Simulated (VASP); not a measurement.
Input of a VASP 6.6.1 run:

The input INCAR:

```
SYSTEM = Te2Mo
ALGO = Normal
DIPOL = 0.5 0.5 0.500
EDIFF = 1E-6
ENCUT = 520
GGA = PE
IDIPOL = 3
ISIF = 2
ISMEAR = 0
IVDW = 12
LASPH = .True.
LCHARG = .False.
LDIPOL = .True.
LREAL = .False.
LWAVE = .False.
NBANDS = 20
NELM = 80
PREC = Accurate
SIGMA = 0.02
```

Contents of KPOINTS:

```
k-points
0
Gamma
  9 9 1
  0 0 0
```

File POSCAR:

```
Te2Mo
1.0
    3.4100000000      0.0000000000      0.0000000000
   -1.7050000000      2.9531466269      0.0000000000
    0.0000000000      0.0000000000     33.2698832047
Te Mo
2 1
Direct
    0.3333333333      0.6666666667      0.4434924376
    0.3333333333      0.6666666667      0.5565075624
    0.6666666667      0.3333333333      0.5000000000
```

Potentials or basis: VASP PAW PBE potentials, release 64 (Te, Mo_sv).

Run with:

```sh
$ cat potpaw_PBE.64/Te/POTCAR potpaw_PBE.64/Mo_sv/POTCAR > POTCAR
$ mpirun -np 1 vasp_std > vasp.out
```

Estimate the largest force.

0.335 eV/Å.

What does it give for the dispersion energy per atom?

-0.417 eV.

Forces in eV/Å, atoms in the order of the input:
```
Te   0.000  0.000  0.335
Te   0.000  0.000 -0.335
Mo   0.000  0.000  0.000
```
